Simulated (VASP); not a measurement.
# Sr2I (P-3m1) in VASP: notebook

The runs below take Sr2I through single point, with PBE.

Program: VASP 6.6.1. These are calculated values, not measurements. Logs are shortened: lines on timing, memory, paths and dates and some standing lists are left out, and cuts for length are marked.

## (1) The cell of the first run

Symmetry: P-3m1, No. 164, trigonal system. Conventional cell: a = 4.865 Å, b = 4.865 Å, c = 6.925 Å, α = 90.00°, β = 90.00°, γ = 120.00°. Sr (site symmetry 3m) has 3 I at 3.45 Å and 3 Sr at 4.05 Å within 4.5 Å. I (site symmetry -3m) has 6 Sr at 3.45 Å within 4.5 Å.

## (2) Single point, PBE

INCAR reads:

```
PREC     = Accurate       # precision mode
ENCUT    = 520            # plane-wave cutoff, eV
EDIFF    = 1E-7           # SCF threshold, eV
ISMEAR   = 0              # smearing method
SIGMA    = 0.1            # smearing width, eV
LREAL    = F              # projectors in reciprocal space
LASPH    = T              # aspherical terms in the spheres
NELM     = 60             # most SCF steps
ALGO     = Normal         # electronic algorithm
ISIF     = 2              # what is computed and relaxed
LWAVE    = F              # write WAVECAR
LCHARG   = T              # write CHGCAR
GGA      = PE             # functional
LELF     = T              # ELF
LVHAR    = T            
NBANDS   = 20             # bands
```

KPOINTS reads:

```
regular mesh
0
Gamma
  6 6 4
```

POSCAR reads:

```
Sr2I
1.0
    4.8645000000      0.0000000000      0.0000000000
   -2.4322500000      4.2127805800      0.0000000000
    0.0000000000      0.0000000000      6.9253480300
Sr I
2 1
Direct
    0.3333333300      0.6666666700      0.7893248000
    0.6666666700      0.3333333300      0.2106752000
    0.0000000000      0.0000000000      0.5000000000
```

Potentials or basis: VASP PAW PBE potentials, release 64 (Sr_sv, I).

Launch:

```sh
$ cat potpaw_PBE.64/Sr_sv/POTCAR potpaw_PBE.64/I/POTCAR > POTCAR
$ mpirun -np 1 vasp_std > vasp.out
```

OUTCAR:

```text
PREC = Accurate
   ENCUT = 520
   EDIFF = 1E-7
   ISMEAR = 0
   LREAL = F
   LASPH = T
   NELM = 60
   ISIF = 2
   GGA = PE

 ion  position               nearest neighbor table
   1  0.333  0.667  0.789-   3 3.45   3 3.45   3 3.45   2 4.05   2 4.05   2 4.05   2 4.89   2 4.89
                             2 4.89
   2  0.667  0.333  0.211-   3 3.45   3 3.45   3 3.45   1 4.05   1 4.05   1 4.05   1 4.89   1 4.89
                             1 4.89
   3  0.000  0.000  0.500-   1 3.45   2 3.45   2 3.45   1 3.45   2 3.45   1 3.45

  LATTYP: Found a hexagonal cell.
 ALAT       =     4.8645000000
 C/A-ratio  =     1.4236505355

  Lattice vectors:

 A1 = (   4.8645000000,   0.0000000000,   0.0000000000)
 A2 = (  -2.4322500000,   4.2127805800,   0.0000000000)
 A3 = (   0.0000000000,   0.0000000000,   6.9253480300)

Analysis of symmetry for initial positions (statically):
=====================================================================
 Subroutine PRICEL returns:
 Original cell was already a primitive cell.

 Routine SETGRP: Setting up the symmetry group for a
 hexagonal supercell.

 Subroutine GETGRP returns: Found 12 space group operations
 (whereof 12 operations were pure point group operations)
 out of a pool of 24 trial point group operations.

The static configuration has the point symmetry D_3d.

Analysis of symmetry for dynamics (positions and initial velocities):
=====================================================================
 Subroutine PRICEL returns:
 Original cell was already a primitive cell.

 Routine SETGRP: Setting up the symmetry group for a
 hexagonal supercell.

 Subroutine GETGRP returns: Found 12 space group operations
 (whereof 12 operations were pure point group operations)
 out of a pool of 24 trial point group operations.

The dynamic configuration has the point symmetry D_3d.

 Subroutine INISYM returns: Found 12 space group operations
 (whereof 12 operations are pure point group operations),
 and found     1 'primitive' translations

----------------------------------------------------------------------------------------

                                     Primitive cell

  volume of cell :     141.9216

  direct lattice vectors                    reciprocal lattice vectors
     4.864500000  0.000000000  0.000000000     0.205570973  0.118686457  0.000000000
    -2.432250000  4.212780580  0.000000000     0.000000000  0.237372913  0.000000000
     0.000000000  0.000000000  6.925348030     0.000000000  0.000000000  0.144397075

  length of vectors
     4.864500000  4.864500003  6.925348030     0.237372914  0.237372913  0.144397075

  position of ions in fractional coordinates (direct lattice)
     0.333333330  0.666666670  0.789324800
     0.666666670  0.333333330  0.210675200
     0.000000000  0.000000000  0.500000000

  ion indices of the primitive-cell ions
   primitive index   ion index
                 1           1
                 2           2
                 3           3

----------------------------------------------------------------------------------------

 KPOINTS: regular mesh

Automatic generation of k-mesh.
 Grid dimensions read from file:
 generate k-points for:    6    6    4

 Generating k-lattice:

  Cartesian coordinates                     Fractional coordinates (reciprocal lattice)
     0.034261829  0.019781076  0.000000000     0.166666667 -0.000000000  0.000000000
     0.000000000  0.039562152  0.000000000     0.000000000  0.166666667  0.000000000
     0.000000000  0.000000000  0.036099269     0.000000000  0.000000000  0.250000000

  Length of vectors
     0.039562152  0.039562152  0.036099269

  Shift w.r.t. Gamma in fractional coordinates (k-lattice)
     0.000000000  0.000000000  0.000000000

 Subroutine IBZKPT returns following result:
 ===========================================

 Found     24 irreducible k-points:

 Following reciprocal coordinates:
            Coordinates               Weight
  0.000000  0.000000  0.000000      1.000000
  0.166667  0.000000  0.000000      6.000000
  0.333333  0.000000  0.000000      6.000000
  0.500000  0.000000  0.000000      3.000000
  0.166667  0.166667  0.000000      6.000000
  0.333333  0.166667  0.000000     12.000000
[... 16 lines left out ...]
  0.333333  0.166667  0.500000     12.000000
  0.333333  0.333333  0.500000      2.000000
   k-points           NKPTS =     24   k-points in BZ     NKDIM =     24   number of bands    NBANDS=     20
   number of dos      NEDOS =    301   number of ions     NIONS =      3
   total plane-waves  NPLWV =  69984
   dimension x,y,z NGX =    36 NGY =   36 NGZ =   54
   dimension x,y,z NGXF=    72 NGYF=   72 NGZF=  108
   ions per type =               2   1
   NGX,Y,Z   is equivalent  to a cutoff of  12.30, 12.30, 12.96 a.u.
   NGXF,Y,Z  is equivalent  to a cutoff of  24.61, 24.61, 25.93 a.u.
 SYSTEM =  unknown system
   PREC   = accura    normal or accurate (medium, high low for compatibility)
   ISTART =      0    job   : 0-new  1-cont  2-samecut
   ICHARG =      2    charge: 1-file 2-atom 10-const
   ISPIN  =      1    spin polarized calculation?
   LNONCOLLINEAR =      F non collinear calculations
   LSORBIT =      F    spin-orbit coupling
   LASPH  =      T    aspherical Exc in radial PAW
   ENCUT  =  520.0 eV  38.22 Ry    6.18 a.u.   9.04  9.04 12.88*2*pi/ulx,y,z
   NELM   =     60;   NELMIN=  2; NELMDL= -5     # of ELM steps
   EDIFF  = 0.1E-06   stopping-criterion for ELM
   LREAL  =      F    real-space projection
   EDIFFG = 0.1E-05   stopping-criterion for IOM
   NSW    =      0    number of steps for IOM
   IBRION =     -1    ionic relax: 0-MD 1-quasi-New 2-CG
   NFREE  =      0    steps in history (QN), initial steepest desc. (CG)
   ISIF   =      2    stress and relaxation
   ISYM   =      2    0-nonsym 1-usesym 2-fastsym
   POTIM  = 0.5000    time-step for ionic-motion
   TEBEG  =    0.0;   TEEND  =   0.0 temperature during run
   PSTRESS=    0.0 pullay stress
   NELECT =      27.0000    total number of electrons
   NUPDOWN=      -1.0000    fix difference up-down
   EMIN   =  10.00;   EMAX   =-10.00  energy-range for DOS
   EFERMI =   0.00;   METHOD = LEGACY
   ISMEAR =     0;   SIGMA  =   0.10  broadening in eV -4-tet -1-fermi 0-gaus
   EFERMI_NEDOS =   21; number of points for ismear=-14 and -15
   IALGO  =     38    algorithm
   IMIX   =      4    mixing-type and parameters
     AMIX     =   0.40;   BMIX     =  1.00
     AMIX_MAG =   1.60;   BMIX_MAG =  1.00
  volume/ion in A,a.u.               =      47.31       319.24
  Fermi-wavevector in a.u.,A,eV,Ry     =   0.941557  1.779284 12.061963  0.886529
  Thomas-Fermi vector in A             =   2.069079
   LORBIT       =      0    0 simple, 1 ext, 2 COOP (PROOUT), +10 PAW based schemes
   GGA     = PE    functional components
   LHFCALC =     F    Hartree Fock is set to
   AEXX    =    0.0000 exact exchange contribution
   IVDW    =     0    specifies the selected vdW correction
   LEPSILON=     F    determine dielectric tensor
   LRPA    =     F    only Hartree local field effects (RPA)
 non-spin polarized calculation
 Gauss-broadening in eV      SIGMA  =   0.10
  energy-cutoff  :      520.00
  volume of cell :      141.92
 maximum number of plane-waves:      3852
   NGX = 19   NGY = 19   NGZ = 25

 number of electron      26.9999999 magnetization

 Free energy of the ion-electron system (eV)
  ---------------------------------------------------
  ext. energy  EPLUGINS =         0.00000000
  ---------------------------------------------------
  free energy    TOTEN  =        -6.77542771 eV

  energy without entropy =       -6.74735937  energy(sigma->0) =       -6.76139354

 E-fermi :   3.2485     XC(G=0):  -7.7273

 val. band max:        3.2373680956   @ k =  -0.1667   0.5000   0.2500
 cond. band min:       3.2676926043   @ k =   0.1667   0.1667   0.0000
 fundamental gap:      0.0303245086
 Fermi energy:         3.2484865474

 k-point     1 :       0.0000    0.0000    0.0000
  band No.  band energies     occupation
      1     -33.6696      2.00000
      2     -33.6550      2.00000
      3     -15.7737      2.00000
      4     -15.6487      2.00000
      5     -15.6487      2.00000
      6     -15.6077      2.00000
[... 12 lines left out ...]
     19       5.0535      0.00000
     20       5.2805      0.00000

 k-point     2 :       0.1667    0.0000    0.0000
  band No.  band energies     occupation
      1     -33.6684      2.00000
      2     -33.6555      2.00000
      3     -15.7591      2.00000
      4     -15.6674      2.00000
      5     -15.6549      2.00000
      6     -15.6240      2.00000
[... 12 lines left out ...]
     19       5.4398      0.00000
     20       5.6357      0.00000

 k-point     3 :       0.3333    0.0000    0.0000
  band No.  band energies     occupation
      1     -33.6654      2.00000
      2     -33.6570      2.00000
      3     -15.7292      2.00000
      4     -15.7027      2.00000
      5     -15.6660      2.00000
      6     -15.6463      2.00000
[... 12 lines left out ...]
     19       5.8086      0.00000
     20       5.9374      0.00000

 k-point     4 :       0.5000    0.0000    0.0000
  band No.  band energies     occupation
      1     -33.6632      2.00000
      2     -33.6584      2.00000
      3     -15.7208      2.00000
      4     -15.7167      2.00000
      5     -15.6712      2.00000
      6     -15.6379      2.00000
[... 12 lines left out ...]
     19       6.0991      0.00000
     20       6.2499      0.00000

 k-point     5 :       0.1667    0.1667    0.0000
  band No.  band energies     occupation
      1     -33.6662      2.00000
      2     -33.6565      2.00000
      3     -15.7362      2.00000
      4     -15.6834      2.00000
      5     -15.6817      2.00000
      6     -15.6312      2.00000
[... 12 lines left out ...]
     19       5.6053      0.00000
     20       6.1720      0.00000
[... 353 lines left out ...]
      6     -15.6213      2.00000
[... 12 lines left out ...]
     19       6.3597      0.00000
     20       6.4773      0.00000

 k-point    22 :       0.1667    0.1667    0.5000
  band No.  band energies     occupation
      1     -33.6654      2.00000
      2     -33.6574      2.00000
      3     -15.7205      2.00000
      4     -15.7201      2.00000
      5     -15.6623      2.00000
      6     -15.6205      2.00000
[... 12 lines left out ...]
     19       5.5974      0.00000
     20       5.6908      0.00000

 k-point    23 :       0.3333    0.1667    0.5000
  band No.  band energies     occupation
      1     -33.6628      2.00000
      2     -33.6588      2.00000
      3     -15.7330      2.00000
      4     -15.7220      2.00000
      5     -15.6739      2.00000
      6     -15.6372      2.00000
[... 12 lines left out ...]
     19       5.8068      0.00000
     20       6.2134      0.00000

 k-point    24 :       0.3333    0.3333    0.5000
  band No.  band energies     occupation
      1     -33.6606      2.00000
      2     -33.6606      2.00000
      3     -15.7205      2.00000
      4     -15.7205      2.00000
      5     -15.6876      2.00000
      6     -15.6578      2.00000
[... 12 lines left out ...]
     19       5.7998      0.00000
     20       5.7998      0.00000

------------------------ aborting loop because EDIFF is reached ----------------------------------------

  FORCE on cell =-STRESS in cart. coord.  units (eV):
  Direction    XX          YY          ZZ          XY          YZ          ZX
  --------------------------------------------------------------------------------------
  -------------------------------------------------------------------------------------
  Total       -0.7038992     -0.7038992      1.8061293      0.0000000      0.0000000      0.0000000
  in kB       -7.9464357     -7.9464357     20.3896966      0.0000000      0.0000000      0.0000000
  external PRESSURE =       1.4989417 kB  Pullay stress =       0.0000000 kB

 VOLUME and BASIS-vectors are now :
 -----------------------------------------------------------------------------
  energy-cutoff  :      520.00
  volume of cell :      141.92
      direct lattice vectors                 reciprocal lattice vectors
     4.864500000  0.000000000  0.000000000     0.205570973  0.118686457  0.000000000
    -2.432250000  4.212780580  0.000000000     0.000000000  0.237372913  0.000000000
     0.000000000  0.000000000  6.925348030     0.000000000  0.000000000  0.144397075

 POSITION                                       TOTAL-FORCE (eV/Angst)
 -----------------------------------------------------------------------------------
     -0.00000      2.80852      5.46635        -0.000000      0.000000     -0.097844
      2.43225      1.40426      1.45900         0.000000     -0.000000      0.097844
      0.00000      0.00000      3.46267        -0.000000      0.000000      0.000000
 -----------------------------------------------------------------------------------
    total drift:                               -0.000000     -0.000000      0.000000

  FREE ENERGIE OF THE ION-ELECTRON SYSTEM (eV)
  ---------------------------------------------------
  free  energy   TOTEN  =        -6.7754277074 eV

  energy  without entropy=       -6.7473593669  energy(sigma->0) =       -6.76139354
```

It took 75 s on 1 thread of Intel Xeon Platinum 8375C at 2.90GHz (Ice Lake), shared host; peak memory 0.27 GiB.

Results:

```yaml
Free_energy: -6.7754 eV
Pressure: 0.1 GPa
Largest_force: 0.098 eV/Å
Band_gap_on_the_k_mesh: zero (an odd number of electrons rules out a gap without spin polarisation)
```

Forces on the atoms (eV/Å):
```
Sr   0.000  0.000 -0.098
Sr   0.000  0.000  0.098
I    0.000  0.000  0.000
```

Stress tensor (GPa, compression positive):
```
-0.79  0.00  0.00
 0.00 -0.79  0.00
 0.00  0.00  2.04
```

Levels at points of the mesh, in eV from the Fermi level:
```tsv
k point	band 9	band 10	band 11	band 12	band 13	band 14	band 15	band 16	band 17	band 18
(0.00, 0.00, 0.00)	-14.86	-5.28	-4.69	-4.69	-2.43	0.63	0.86	1.38	1.38	1.81
(0.50, 0.00, 0.00)	-14.76	-5.75	-4.98	-4.90	-0.46	-0.36	-0.14	1.89	2.00	2.49
(0.00, 0.00, 0.50)	-14.85	-5.49	-4.71	-4.71	-1.14	-0.43	0.59	1.13	1.13	2.31
(0.50, 0.00, 0.50)	-14.76	-5.71	-5.02	-4.90	-0.76	0.03	0.43	0.99	1.78	2.47
```

Caveat: spin-orbit coupling is left out, which moves the levels of the heavy elements.

## (3) Single point, PBE

This run uses another cell than the first one: it holds 6 atoms, not 3.

INCAR reads:

```
ALGO = Normal ; EDIFF = 1E-6
ENCUT = 520 ; GGA = PE
ISIF = 2 ; ISMEAR = 0
LASPH = True ; LCHARG = True
LELF = True ; LREAL = False
LVHAR = True ; LWAVE = False
NBANDS = 36 ; NELM = 80
PREC = Accurate ; SIGMA = 0.2
```

KPOINTS reads:

```
k-points
0
Gamma
  6 6 2
```

POSCAR reads:

```
Sr2I
1.0
    4.3349792993      0.0000000000      0.0000000000
   -2.1674896496      3.7542021981      0.0000000000
    0.0000000000      0.0000000000     16.8944746468
Sr I
4 2
Direct
    0.3333333333      0.6666666667      0.4006826871
    0.3333333333      0.6666666667      0.9006826871
    0.6666666667      0.3333333333      0.0993173129
    0.6666666667      0.3333333333      0.5993173129
    0.0000000000      0.0000000000      0.2500000000
    1.0000000000      0.0000000000      0.7500000000
```

Potentials or basis: VASP PAW PBE potentials, release 64 (Sr_sv, I).

Launch:

```sh
$ cat potpaw_PBE.64/Sr_sv/POTCAR potpaw_PBE.64/I/POTCAR > POTCAR
$ mpirun -np 1 vasp_std > vasp.out
```

Run time: 3 min. Hardware: 1 thread of Intel Xeon Platinum 8375C at 2.90GHz (Ice Lake), shared host; peak memory 0.41 GiB.

Results (log left out):

```yaml
Free_energy: -14.3373 eV
Pressure: 0.0 GPa
Largest_force: 0.013 eV/Å
Band_gap_on_the_k_mesh: zero (bands 27 and 28 overlap by 0.78 eV)
```

Forces on the atoms (eV/Å):
```
Sr   0.000  0.000 -0.013
Sr   0.000  0.000 -0.013
Sr   0.000  0.000  0.013
Sr   0.000  0.000  0.013
I    0.000  0.000  0.000
I    0.000  0.000  0.000
```

Levels at points of the mesh, in eV from the Fermi level:
| k point | band 24 | band 25 | band 26 | band 27 | band 28 | band 29 | band 30 | band 31 |
| --- | --- | --- | --- | --- | --- | --- | --- | --- |
| (0.00, 0.00, 0.00) | -3.53 | -2.84 | -1.94 | -1.32 | -0.15 | 1.32 | 1.36 | 1.76 |
| (0.50, 0.00, 0.00) | -4.01 | -0.80 | -0.59 | -0.25 | -0.20 | 0.09 | 0.47 | 0.89 |
| (0.00, 0.00, 0.50) | -3.53 | -2.52 | -2.52 | -0.64 | -0.64 | 1.40 | 1.40 | 1.79 |
| (0.50, 0.00, 0.50) | -4.01 | -0.70 | -0.70 | -0.23 | -0.23 | 0.23 | 0.23 | 1.24 |

Caveat: spin-orbit coupling is left out, which moves the levels of the heavy elements.

## (4) Single point, PBE

This run uses another cell than the first one, of 45.82 Å³/atom.

INCAR reads:

```
SYSTEM = Sr2I
PREC = Accurate
ENCUT = 520
EDIFF = 1E-6
ISMEAR = 0
SIGMA = 0.1
LREAL = .FALSE.
LASPH = .TRUE.
NELM = 100
ALGO = Normal
ISIF = 2
LWAVE = .FALSE.
LCHARG = .TRUE.
GGA = PE
LELF = .TRUE.
LVHAR = .TRUE.
NBANDS = 20
```

KPOINTS reads:

```
Automatic mesh
0
G
  12 12 8
  0 0 0
```

POSCAR reads:

```
Sr2I
1.0
    4.3349792993      0.0000000000      0.0000000000
   -2.1674896496      3.7542021981      0.0000000000
    0.0000000000      0.0000000000      8.4472373234
Sr I
2 1
Direct
    0.3333333333      0.6666666667      0.8013653743
    0.6666666667      0.3333333333      0.1986346257
    0.0000000000      0.0000000000      0.5000000000
```

Launch:

```sh
$ cat potpaw_PBE.64/Sr_sv/POTCAR potpaw_PBE.64/I/POTCAR > POTCAR
$ mpirun -np 1 vasp_std > vasp.out
```

Wall time 5.5 min (1 thread of Intel Xeon Platinum 8375C at 2.90GHz (Ice Lake), shared host); peak memory 0.5 GiB.

The run converged. Its results:

```
Free energy            : -7.1510 eV
Pressure               : 0.0 GPa
Largest force          : 0.005 eV/Å
Band gap on the k mesh : zero (an odd number of electrons rules out a gap without spin polarisation)
```

Forces in eV/Å, atoms in the order of the input:
```
Sr   0.000  0.000  0.005
Sr   0.000  0.000 -0.005
I    0.000  0.000  0.000
```

Levels at points of the mesh, in eV from the Fermi level:
```tsv
k point	band 12	band 13	band 14	band 15	band 16	band 17
(0.00, 0.00, 0.00)	-3.53	-2.83	-0.14	1.32	1.76	2.03
(0.50, 0.00, 0.00)	-4.02	-0.57	-0.24	0.10	1.43	1.76
(0.00, 0.00, 0.50)	-3.53	-1.93	-1.31	1.37	1.93	1.93
(0.50, 0.00, 0.50)	-4.01	-0.78	-0.18	0.48	0.89	1.49
```

Caveat: spin-orbit coupling is left out, which moves the levels of the heavy elements.

## (5) Overview

```tsv
cell	k mesh	smearing	gap on the mesh (eV)	pressure (GPa)	largest force (eV/Å)
a = 4.864, b = 4.865, c = 6.925 Å, angles 90.0, 90.0, 120.0°, 3 atoms, atomic positions A	6 × 6 × 4	gaussian 0.1 eV	none	0.1	0.10
a = 4.335, b = 4.335, c = 16.894 Å, angles 90.0, 90.0, 120.0°, 6 atoms, atomic positions B	6 × 6 × 2	gaussian 0.2 eV	none	0.0	0.01
a = 4.335, b = 4.335, c = 8.447 Å, angles 90.0, 90.0, 120.0°, 3 atoms, atomic positions C	12 × 12 × 8	gaussian 0.1 eV	none	0.0	-
```

Alike in all rows: task single point; level PBE; potentials or basis VASP PAW PBE potentials, release 64 (Sr_sv, I); no spin polarisation; cutoff (eV) 520.

Caveats: spin-orbit coupling is left out, which moves the levels of the heavy elements.

Total energies depend on the potentials used, so only differences within one code and one set of settings carry meaning.

The gap in the log of VASP goes by the Fermi energy; the results here count the filled bands.